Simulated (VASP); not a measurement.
Set up this calculation in VASP 6.6.1, as the native input.

```yaml
Task: single point
Functional: PBE
Potentials_or_basis: VASP PAW PBE potentials, release 64 (W_sv, C)
Cutoff: 520 eV
k_mesh: 2 × 2 × 2
Occupations: fermi-dirac, width 0.17 eV
Spin: no spin polarisation
Dipole_correction: no
Further_INCAR_settings: LREAL = Auto; ALGO = Normal; EDIFF = 1e-07; NBANDS = 86
```

The structure of WC lies in POSCAR:

```
WC
1.0
   -2.9105480000     -5.0412170000      0.0000000000
    4.3658220000     -2.5206080000      0.0000000000
    0.0000000000      0.0000000000      5.6850820000
W C
8 8
Direct
    0.7782315342      0.5179964358      0.0508347989
    0.7571177397      0.5223363488      0.5571951293
    0.5059328944      0.0271293639      0.0592075893
    0.5085014693      0.0208020241      0.5547501338
    0.2671873794      0.5050965643      0.0468243026
    0.2635396722      0.5332202883      0.5409420656
    0.0007322168      0.0156742882      0.0682839755
    0.0135574263      0.0394563819      0.5545390550
    0.5170037036      0.6727631350      0.3170402819
    0.5306117533      0.6885922003      0.7828559025
    0.2418609443      0.1767932563      0.2959675867
    0.2519309896      0.2110844734      0.7818180987
    0.0025624327      0.7047832192      0.2914645734
    0.0253816626      0.6676347655      0.7938847672
    0.7471692213      0.1841055093      0.3017722524
    0.7404321658      0.2060696381      0.8054765085
```

These files were run (other wordings do the same):

INCAR

```
  ALGO = Normal
  EDIFF = 1E-7
  ENCUT = 520
  GGA = PE
  ISIF = 2
  ISMEAR = -1
  LASPH = T
  LCHARG = T
  LELF = T
  LREAL = Auto
  LVHAR = T
  LWAVE = F
  NBANDS = 86
  NELM = 60
  PREC = Accurate
  SIGMA = 0.17
```

KPOINTS

```
k-points
0
Gamma
  2 2 2
```

Potentials or basis: VASP PAW PBE potentials, release 64 (W_sv, C).

Launch:

```console
$ cat potpaw_PBE.64/W_sv/POTCAR potpaw_PBE.64/C/POTCAR > POTCAR
$ mpirun -np 1 vasp_std > vasp.out
```

Results of the run:

The pressure is 10.9 GPa, the largest force is 4.279 eV/Å and the band gap on the k mesh is 0.05 eV, indirect (least direct gap 0.20 eV).

Caveat: the k points lie up to 0.62 Å⁻¹ apart; spin-orbit coupling is left out, which moves the levels of the heavy elements; forces of over 1 eV/Å act on the atoms, so gaps and moduli don't describe the material at rest.

Run time: 5.3 min on 1 thread of Intel Xeon 6975P-C, on a shared host, peak memory 0.31 GiB.
